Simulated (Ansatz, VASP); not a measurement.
InSb3: VASP beside Ansatz

```
In Sb
1.0
     0.00000    3.79455    3.79455
     3.79455    0.00000    3.79455
     3.79455    3.79455    0.00000
In Sb
1 3
Direct
  0.00000 0.00000 0.00000
  0.25000 0.25000 0.25000
  0.76318 0.73682 0.76318
  0.50000 0.50000 0.50000
```

Alike in both runs: task single point; functional LDA; k mesh 4 × 4 × 4; occupations fermi-dirac, width 0.1 eV; no spin polarisation.

```csv
,VASP,Ansatz
version,VASP 6.6.1,Ansatz 0.2.0
potentials or method,"VASP PAW LDA potentials, release 64 (In_d, Sb), cutoff 500 eV","plane waves, PAW"
valence electrons in the cell,28,58
```

```tsv
	VASP	Ansatz	Ansatz less VASP
rms of the force components (eV/Å)	0.025	0.027	+0.0011
```

LDA's correlation is that of Perdew and Zunger in VASP and of Perdew and Wang (1992) in Ansatz. Atom by atom the forces differ by 0.002 eV/Å (rms over components). VASP's potentials hold 28 valence electrons a cell and Ansatz's 58, so a difference there can come from the potentials and not from the codes.

Spin-orbit coupling is off throughout.
